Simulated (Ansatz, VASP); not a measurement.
**One calculation of Ta, two programs**

INCAR

```
  ALGO = Normal
  EDIFF = 1E-6
  ENCUT = 520
  GGA = PS
  ISIF = 2
  ISMEAR = -1
  LASPH = True
  LCHARG = False
  LREAL = False
  LWAVE = False
  NBANDS = 12
  NELM = 80
  PREC = Accurate
  SIGMA = 0.05
```

File KPOINTS:

```
k-points
0
Gamma
  14 14 14
```

File POSCAR:

```
Ta
1.0
    2.7081013932      0.0000000000      0.0000000000
    0.0000000000      2.7081013932      0.0000000000
    0.0000000000      0.0000000000      2.7081013932
Ta
1
Direct
    0.0000000000      0.0000000000      0.0000000000
```

Input for Ansatz:

```yaml
crystal:
  lattice:
    - [2.7081013932, 0.0, 0.0]
    - [0.0, 2.7081013932, 0.0]
    - [0.0, 0.0, 2.7081013932]
  atoms:
    - { symbol: Ta, position: [0.0, 0.0, 0.0] }
kpoints:
  mp_grid: { grid: [14, 14, 14] }
  band_path:
    path:
      - [0.0, 0.0, 0.0]
      - [0.0, 0.5, 0.0]
      - [0.5, 0.5, 0.0]
      - [0.0, 0.0, 0.0]
      - [0.5, 0.5, 0.5]
      - [0.0, 0.5, 0.0]
      - [0.5, 0.5, 0.5]
      - [0.5, 0.5, 0.0]
    npoints: 14
scf:
  occupations: { method: fermi_dirac, width: 0.05 }
hamiltonian:
  xc: pbesol
  pseudopotentials: { kind: all_electron, lapw: { basis_error: 0.001 } }
output:
  forces: true
  stress: true
  eigenvalues: true
  populations: true
  dos: { projected: true, de: 0.2, e_range: [-14, 8] }
```

Alike in both runs: task single point; functional PBEsol; k mesh 14 × 14 × 14; occupations fermi-dirac, width 0.05 eV; no spin polarisation.

|  | VASP | Ansatz |
| --- | --- | --- |
| version | VASP 6.6.1 | Ansatz 0.2.0 |
| potentials or method | VASP PAW PBE potentials, release 64 (Ta_pv), cutoff 520 eV | all-electron LAPW, scalar-relativistic |

|  | VASP | Ansatz | Ansatz less VASP |
| --- | --- | --- | --- |
| pressure (GPa) | 0.2 | -0.1 | -0.31 |

VASP's potentials were made for PBE, not for PBEsol. Ansatz ran all-electron here, and VASP with PAW potentials.

Neither program's run includes spin-orbit coupling.
